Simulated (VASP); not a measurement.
**PtSe2: single point with r2SCAN**

Crystal: PtSe2.

```xyz
3
Lattice="3.7287 0.0000 0.0000 -1.8643 3.2291 0.0000 0.0000 0.0000 5.2244" Properties=species:S:1:pos:R:3 pbc="T T T"
Pt    0.0000    0.0000    0.0000
Se    0.0000    2.1527    1.2979
Se    1.8643    1.0764    3.9264
```

This cell differs from its parent crystal: uniaxial z strain -1.0%.

- Program: VASP 6.6.1
- Task: single point
- Functional: r2SCAN
- Potentials or basis: VASP PAW PBE potentials, release 64 (Pt, Se)
- Cutoff: 550 eV
- k mesh: 12 × 12 × 6
- Occupations: fermi-dirac, width 0.02 eV
- Spin: no spin polarisation
- Dipole correction: no
- Further INCAR settings: ALGO = Normal; EDIFF = 1e-06; NBANDS = 18

```
Pressure               : 1.7 GPa
Largest force          : 0.018 eV/Å
Band gap on the k mesh : zero (bands 11 and 12 overlap by 0.12 eV)
```

Forces in eV/Å, atoms in the order of the input:
```
Pt   0.000  0.000  0.000
Se   0.000  0.000 -0.018
Se   0.000  0.000  0.018
```

Levels at points of the mesh, in eV from the Fermi level:
```tsv
k point	band 9	band 10	band 11	band 12	band 13	band 14
(0.00, 0.00, 0.00)	-1.20	-1.20	0.14	1.48	1.48	4.15
(0.50, 0.00, 0.00)	-3.62	-3.57	-3.16	0.70	2.20	4.88
(0.00, 0.00, 0.50)	-1.92	-1.58	-1.58	2.19	2.19	5.15
(0.50, 0.00, 0.50)	-3.42	-2.96	-1.64	1.01	1.54	4.53
```

Wall time 9.8 min on 1 thread of Intel Xeon 8259CL (shared host), peak memory 0.29 GiB.

Caveat: the cell differs from its parent crystal (uniaxial z strain -1.0%); the PAW data sets were made with another functional, which shifts forces and pressure a little; spin-orbit coupling is left out, which moves the levels of the heavy elements.
